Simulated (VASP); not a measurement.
# Te2Mo in VASP: notebook

Aim: see how the results for Te2Mo move with the level of theory and the settings. Levels: PBE, RPBE+D3(BJ), revPBE, BLYP. Tasks: single point.

All numbers are computed with VASP 6.6.1; they aren't measurements. Logs are shortened: lines on timing, memory, paths and dates and some standing lists are left out, and cuts for length are marked.

### Step 1. The cell of the first run

The typed cell holds 12 atoms: a = 6.371 Å, b = 3.468 Å, c = 15.758 Å, α = 90.00°, β = 91.15°, γ = 90.00°.

### Step 2. Single point, PBE

INCAR reads:

```
PREC = Accurate
ENCUT = 520
EDIFF = 1E-7
ISMEAR = -1
SIGMA = 0.05
LREAL = False
LASPH = True
NELM = 80
ALGO = Normal
ISIF = 2
LWAVE = False
LCHARG = False
GGA = PE
NBANDS = 64
```

KPOINTS reads:

```
Automatic mesh
0
Gamma
  3 6 2
```

POSCAR reads:

```
Te2Mo
1.0
    6.3707073777      0.0000000000      0.0490365694
    0.0000000000      3.4682893873      0.0000000000
   -0.4363361185      0.0000000000     15.7522809493
Te Mo
8 4
Direct
    0.0648579225      0.5000000000      0.4060700142
    0.9350034273      0.0000000000      0.5939735887
    0.5741730119      0.0000000000      0.3687705421
    0.4256845974      0.5000000000      0.6312719881
    0.0871283557      0.0000000000      0.1312399478
    0.9130130309      0.5000000000      0.8687184207
    0.5743305356      0.5000000000      0.0939161378
    0.4258125125      0.0000000000      0.9060379388
    0.3195779094      0.0000000000      0.5057364524
    0.6802798050      0.5000000000      0.4943057320
    0.1810070799      0.5000000000      0.0057021092
    0.8191308019      0.0000000000      0.9942561183
```

Potentials or basis: VASP PAW PBE potentials, release 64 (Te, Mo_sv).

On the command line:

```sh
cat potpaw_PBE.64/Te/POTCAR potpaw_PBE.64/Mo_sv/POTCAR > POTCAR
mpirun -np 1 vasp_std > vasp.out
```

OUTCAR:

```text
PREC = Accurate
   ENCUT = 520
   EDIFF = 1E-7
   ISMEAR = -1
   LREAL = False
   LASPH = True
   NELM = 80
   ISIF = 2
   GGA = PE

 ion  position               nearest neighbor table
   1  0.065  0.500  0.406-   9 2.83   9 2.83  10 2.84   2 3.54   2 3.54   3 3.61   3 3.61
   2  0.935  0.000  0.594-  10 2.83  10 2.83   9 2.84   1 3.54   1 3.54   4 3.61   4 3.61
   3  0.574  0.000  0.369-  10 2.71  10 2.71   9 2.73   1 3.61   1 3.61
   4  0.426  0.500  0.631-   9 2.71   9 2.71  10 2.73   2 3.61   2 3.61
   5  0.087  0.000  0.131-  11 2.71  11 2.71  12 2.73   7 3.61   7 3.61
   6  0.913  0.500  0.869-  12 2.71  12 2.71  11 2.73   8 3.61   8 3.61
   7  0.574  0.500  0.094-  12 2.83  12 2.83  11 2.84   8 3.54   8 3.54   5 3.61   5 3.61
   8  0.426  0.000  0.906-  11 2.83  11 2.83  12 2.84   7 3.54   7 3.54   6 3.61   6 3.61
   9  0.320  0.000  0.506-   4 2.71   4 2.71   3 2.73   1 2.83   1 2.83   2 2.84  10 2.89  10 2.89

  10  0.680  0.500  0.494-   3 2.71   3 2.71   4 2.73   2 2.83   2 2.83   1 2.84   9 2.89   9 2.89

  11  0.181  0.500  0.006-   5 2.71   5 2.71   6 2.73   8 2.83   8 2.83   7 2.84  12 2.89  12 2.89

  12  0.819  0.000  0.994-   6 2.71   6 2.71   5 2.73   7 2.83   7 2.83   8 2.84  11 2.89  11 2.89

  LATTYP: Found a simple monoclinic cell.
 ALAT       =     6.3708960969
 B/A-ratio  =     0.5443958486
 C/A-ratio  =     2.4734861121
 COS(beta)  =    -0.0199944134

  Lattice vectors:

 A1 = (   6.3707073777,   0.0000000000,   0.0490365694)
 A2 = (   0.0000000000,   3.4682893873,   0.0000000000)
 A3 = (  -0.4363361185,   0.0000000000,  15.7522809493)

Analysis of symmetry for initial positions (statically):
=====================================================================
 Subroutine PRICEL returns:
 Original cell was already a primitive cell.

 Routine SETGRP: Setting up the symmetry group for a
 simple monoclinic supercell.

 Subroutine GETGRP returns: Found  2 space group operations
 (whereof  2 operations were pure point group operations)
 out of a pool of  4 trial point group operations.

The static configuration has the point symmetry C_1h.

Analysis of symmetry for dynamics (positions and initial velocities):
=====================================================================
 Subroutine PRICEL returns:
 Original cell was already a primitive cell.

 Routine SETGRP: Setting up the symmetry group for a
 simple monoclinic supercell.

 Subroutine GETGRP returns: Found  2 space group operations
 (whereof  2 operations were pure point group operations)
 out of a pool of  4 trial point group operations.

The dynamic configuration has the point symmetry C_1h.

 Subroutine INISYM returns: Found  2 space group operations
 (whereof  2 operations are pure point group operations),
 and found     1 'primitive' translations

----------------------------------------------------------------------------------------

                                     Primitive cell

  volume of cell :     348.1281

  direct lattice vectors                    reciprocal lattice vectors
     6.370707378  0.000000000  0.049036569     0.156934980  0.000000000  0.004347078
     0.000000000  3.468289387  0.000000000     0.000000000  0.288326575  0.000000000
    -0.436336118  0.000000000 15.752280949    -0.000488536  0.000000000  0.063469337

  length of vectors
     6.370896097  3.468289387 15.758323017     0.156995175  0.288326575  0.063471218

  position of ions in fractional coordinates (direct lattice)
     0.064857923  0.500000000  0.406070014
     0.935003427  0.000000000  0.593973589
     0.574173012  0.000000000  0.368770542
     0.425684597  0.500000000  0.631271988
     0.087128356  0.000000000  0.131239948
     0.913013031  0.500000000  0.868718421
     0.574330536  0.500000000  0.093916138
     0.425812513  0.000000000  0.906037939
     0.319577909  0.000000000  0.505736452
     0.680279805  0.500000000  0.494305732
     0.181007080  0.500000000  0.005702109
     0.819130802  0.000000000  0.994256118

  ion indices of the primitive-cell ions
   primitive index   ion index
                 1           1
                 2           2
                 3           3
                 4           4
                 5           5
                 6           6
                 7           7
                 8           8
                 9           9
                10          10
                11          11
                12          12

----------------------------------------------------------------------------------------

 KPOINTS: Automatic mesh

Automatic generation of k-mesh.
 Grid dimensions read from file:
 generate k-points for:    3    6    2

 Generating k-lattice:

  Cartesian coordinates                     Fractional coordinates (reciprocal lattice)
     0.052311660  0.000000000  0.001449026     0.333333333  0.000000000 -0.000000000
     0.000000000  0.048054429  0.000000000     0.000000000  0.166666667  0.000000000
    -0.000244268  0.000000000  0.031734669     0.000000000  0.000000000  0.500000000

  Length of vectors
     0.052331725  0.048054429  0.031735609

  Shift w.r.t. Gamma in fractional coordinates (k-lattice)
     0.000000000  0.000000000  0.000000000

 Subroutine IBZKPT returns following result:
 ===========================================

 Found     16 irreducible k-points:

 Following reciprocal coordinates:
            Coordinates               Weight
  0.000000  0.000000  0.000000      1.000000
  0.333333  0.000000  0.000000      2.000000
  0.000000  0.166667  0.000000      2.000000
  0.333333  0.166667  0.000000      4.000000
  0.000000  0.333333  0.000000      2.000000
  0.333333  0.333333  0.000000      4.000000
[... 8 lines left out ...]
  0.000000  0.500000  0.500000      1.000000
  0.333333  0.500000  0.500000      2.000000
   k-points           NKPTS =     16   k-points in BZ     NKDIM =     16   number of bands    NBANDS=     64
   number of dos      NEDOS =    301   number of ions     NIONS =     12
   total plane-waves  NPLWV = 161280
   dimension x,y,z NGX =    48 NGY =   28 NGZ =  120
   dimension x,y,z NGXF=    96 NGYF=   56 NGZF=  240
   ions per type =               8   4
   NGX,Y,Z   is equivalent  to a cutoff of  12.53, 13.42, 12.66 a.u.
   NGXF,Y,Z  is equivalent  to a cutoff of  25.05, 26.84, 25.32 a.u.
 SYSTEM =  unknown system
   PREC   = accura    normal or accurate (medium, high low for compatibility)
   ISTART =      0    job   : 0-new  1-cont  2-samecut
   ICHARG =      2    charge: 1-file 2-atom 10-const
   ISPIN  =      1    spin polarized calculation?
   LNONCOLLINEAR =      F non collinear calculations
   LSORBIT =      F    spin-orbit coupling
   LASPH  =      T    aspherical Exc in radial PAW
   ENCUT  =  520.0 eV  38.22 Ry    6.18 a.u.  11.85  6.45 29.30*2*pi/ulx,y,z
   NELM   =     80;   NELMIN=  2; NELMDL= -5     # of ELM steps
   EDIFF  = 0.1E-06   stopping-criterion for ELM
   LREAL  =      F    real-space projection
   EDIFFG = 0.1E-05   stopping-criterion for IOM
   NSW    =      0    number of steps for IOM
   IBRION =     -1    ionic relax: 0-MD 1-quasi-New 2-CG
   NFREE  =      0    steps in history (QN), initial steepest desc. (CG)
   ISIF   =      2    stress and relaxation
   ISYM   =      2    0-nonsym 1-usesym 2-fastsym
   POTIM  = 0.5000    time-step for ionic-motion
   TEBEG  =    0.0;   TEEND  =   0.0 temperature during run
   PSTRESS=    0.0 pullay stress
   NELECT =     104.0000    total number of electrons
   NUPDOWN=      -1.0000    fix difference up-down
   EMIN   =  10.00;   EMAX   =-10.00  energy-range for DOS
   EFERMI =   0.00;   METHOD = LEGACY
   ISMEAR =    -1;   SIGMA  =   0.05  broadening in eV -4-tet -1-fermi 0-gaus
   EFERMI_NEDOS =   21; number of points for ismear=-14 and -15
   IALGO  =     38    algorithm
   IMIX   =      4    mixing-type and parameters
     AMIX     =   0.40;   BMIX     =  1.00
     AMIX_MAG =   1.60;   BMIX_MAG =  1.00
  volume/ion in A,a.u.               =      29.01       195.77
  Fermi-wavevector in a.u.,A,eV,Ry     =   1.094392  2.068101 16.295616  1.197694
  Thomas-Fermi vector in A             =   2.230696
   LORBIT       =      0    0 simple, 1 ext, 2 COOP (PROOUT), +10 PAW based schemes
   GGA     = PE    functional components
   LHFCALC =     F    Hartree Fock is set to
   AEXX    =    0.0000 exact exchange contribution
   IVDW    =     0    specifies the selected vdW correction
   LEPSILON=     F    determine dielectric tensor
   LRPA    =     F    only Hartree local field effects (RPA)
 non-spin polarized calculation
  energy-cutoff  :      520.00
  volume of cell :      348.13
 maximum number of plane-waves:      9432
 NGX is ok and might be reduce to    48
   NGX = 23   NGY = 13   NGZ = 59

 number of electron     103.9999999 magnetization

 Free energy of the ion-electron system (eV)
  ---------------------------------------------------
  ext. energy  EPLUGINS =         0.00000000
  ---------------------------------------------------
  free energy    TOTEN  =       -72.01474336 eV

  energy without entropy =      -71.99599605  energy(sigma->0) =      -72.00536970

 E-fermi :   6.4832     XC(G=0):  -9.4917

 val. band max:        6.4694769555   @ k =   0.0000   0.1667   0.5000
 cond. band min:       6.5346199826   @ k =   0.0000   0.1667   0.0000
 fundamental gap:      0.0651430271
 Fermi energy:         6.4832061113

 k-point     1 :       0.0000    0.0000    0.0000
  band No.  band energies     occupation
      1     -54.5473      2.00000
      2     -54.5453      2.00000
      3     -54.4880      2.00000
      4     -54.4860      2.00000
      5     -28.7893      2.00000
      6     -28.7873      2.00000
[... 56 lines left out ...]
     63       9.5959      0.00000
     64       9.7734      0.00000

 k-point     2 :       0.3333    0.0000    0.0000
  band No.  band energies     occupation
      1     -54.5471      2.00000
      2     -54.5451      2.00000
      3     -54.4881      2.00000
      4     -54.4862      2.00000
      5     -28.7840      2.00000
      6     -28.7820      2.00000
[... 56 lines left out ...]
     63       9.5046      0.00000
     64       9.6077      0.00000

 k-point     3 :       0.0000    0.1667    0.0000
  band No.  band energies     occupation
      1     -54.5418      2.00000
      2     -54.5399      2.00000
      3     -54.4905      2.00000
      4     -54.4885      2.00000
      5     -28.7927      2.00000
      6     -28.7906      2.00000
[... 860 lines left out ...]
     63       8.6316      0.00000
     64       8.6317      0.00000

 k-point    16 :       0.3333    0.5000    0.5000
  band No.  band energies     occupation
      1     -54.5118      2.00000
      2     -54.5118      2.00000
      3     -54.5098      2.00000
      4     -54.5098      2.00000
      5     -28.8444      2.00000
      6     -28.8444      2.00000
[... 56 lines left out ...]
     63       8.7525      0.00000
     64       8.7526      0.00000

------------------------ aborting loop because EDIFF is reached ----------------------------------------

  FORCE on cell =-STRESS in cart. coord.  units (eV):
  Direction    XX          YY          ZZ          XY          YZ          ZX
  --------------------------------------------------------------------------------------
  -------------------------------------------------------------------------------------
  Total       -0.0219762     -0.0815401      0.0695689      0.0000000      0.0000000      0.0227526
  in kB       -0.1011402     -0.3752692      0.3201743      0.0000000      0.0000000      0.1047135
  external PRESSURE =      -0.0520784 kB  Pullay stress =       0.0000000 kB

 VOLUME and BASIS-vectors are now :
 -----------------------------------------------------------------------------
  energy-cutoff  :      520.00
  volume of cell :      348.13
      direct lattice vectors                 reciprocal lattice vectors
     6.370707378  0.000000000  0.049036569     0.156934980  0.000000000  0.004347078
     0.000000000  3.468289387  0.000000000     0.000000000  0.288326575  0.000000000
    -0.436336118  0.000000000 15.752280949    -0.000488536  0.000000000  0.063469337

 POSITION                                       TOTAL-FORCE (eV/Angst)
 -----------------------------------------------------------------------------------
      0.23601      1.73414      6.39971         0.001279      0.000000     -0.012939
      5.69746      0.00000      9.40229        -0.001494      0.000000      0.012699
      3.49698      0.00000      5.83713        -0.003108      0.000000     -0.006596
      2.43647      1.73414      9.96485         0.003172      0.000000      0.006559
      0.49780      0.00000      2.07160        -0.001389      0.000000      0.006607
      5.43749      1.73414     13.72907         0.001308      0.000000     -0.006652
      3.61791      1.73414      1.50756         0.000558      0.000000      0.013899
      2.31739      0.00000     14.29304        -0.000840      0.000000     -0.013448
      1.81527      0.00000      7.98217        -0.008446      0.000000      0.002592
      4.11818      1.73414      7.81980         0.008620      0.000000     -0.002397
      1.15066      1.73414      0.09870         0.007646      0.000000      0.006205
      4.78461      0.00000     15.70197        -0.007308      0.000000     -0.006527
 -----------------------------------------------------------------------------------
    total drift:                                0.000032     -0.000000     -0.000019

  FREE ENERGIE OF THE ION-ELECTRON SYSTEM (eV)
  ---------------------------------------------------
  free  energy   TOTEN  =       -72.0147433629 eV

  energy  without entropy=      -71.9959960466  energy(sigma->0) =      -72.00536970
```

Run time: 8.8 min. Hardware: 1 thread of Intel Xeon Platinum 8488C (Sapphire Rapids), shared host; peak memory 0.58 GiB.

What came out:

| Quantity | Value |
| --- | --- |
| Free energy | -72.0147 eV |
| Pressure | 0.0 GPa |
| Largest force | 0.014 eV/Å |
| Band gap on the k mesh | zero (band 52 reaches 6.75 eV, above the bottom of band 53 at 6.46 eV) |

Forces on the atoms (eV/Å):
```
Te   0.001  0.000 -0.013
Te  -0.001  0.000  0.013
Te  -0.003  0.000 -0.007
Te   0.003  0.000  0.007
Te  -0.001  0.000  0.007
Te   0.001  0.000 -0.007
Te   0.001  0.000  0.014
Te  -0.001  0.000 -0.013
Mo  -0.008  0.000  0.003
Mo   0.009  0.000 -0.002
Mo   0.008  0.000  0.006
Mo  -0.007  0.000 -0.007
```

Levels at points of the mesh, in eV from the Fermi level:
```tsv
k point	band 50	band 51	band 52	band 53	band 54	band 55
(0.00, 0.00, 0.00)	-0.25	0.22	0.26	0.60	0.71	1.11
(0.00, 0.50, 0.00)	-1.41	-1.41	-1.41	1.15	1.15	1.18
(0.00, 0.00, 0.50)	-0.28	0.24	0.24	0.64	0.65	1.12
(0.00, 0.50, 0.50)	-1.42	-1.41	-1.41	1.15	1.15	1.18
```

Caveat: spin-orbit coupling is left out, which moves the levels of the heavy elements; this functional lacks dispersion, which binds the layers, so the pressure and a relaxed spacing across them are unreliable.

(Continued in part 2 of 4.)
